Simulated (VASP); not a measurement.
Wanted: the native input for a VASP 6.6.1 run.

```
Task                   : single point
Functional             : PBE
Potentials or basis    : VASP PAW PBE potentials, release 64 (W_sv)
Cutoff                 : 520 eV
k mesh                 : 14 × 14 × 14
Occupations            : fermi-dirac, width 0.08 eV
Spin                   : no spin polarisation
Dipole correction      : no
Further INCAR settings : ALGO = Normal; EDIFF = 1e-07; NBANDS = 13
```

The structure of W lies in POSCAR:

```
W
1.0
   -1.6286275613      1.6286275613      1.6286275613
    1.6286275613     -1.6286275613      1.6286275613
    1.6286275613      1.6286275613     -1.6286275613
W
1
Direct
    0.0000000000      0.0000000000      0.0000000000
```

This cell differs from its parent crystal: volume scaled by 1.06.

The input as run:

INCAR

```
PREC = Accurate
ENCUT = 520
EDIFF = 1E-7
ISMEAR = -1
SIGMA = 0.08
LREAL = F
LASPH = T
NELM = 80
ALGO = Normal
ISIF = 2
LWAVE = F
LCHARG = T
GGA = PE
LELF = T
LVHAR = T
NBANDS = 13
```

KPOINTS

```
regular mesh
0
Gamma
  14 14 14
```

Potentials or basis: VASP PAW PBE potentials, release 64 (W_sv).

Command:

```bash
$ cat potpaw_PBE.64/W_sv/POTCAR > POTCAR
$ mpirun -np 1 vasp_std > vasp.out
```

Results of the run:

```yaml
Pressure: -17.5 GPa
Band_gap_on_the_k_mesh: zero (band 7 reaches 14.79 eV, above the bottom of band 8 at 9.13 eV)
```

Caveat: spin-orbit coupling is left out, which moves the levels of the heavy elements.

Run time: 8.2 s on 1 thread of Intel(R) Xeon(R) 6975P-C (Granite Rapids), on a shared host, peak memory 0.15 GiB.
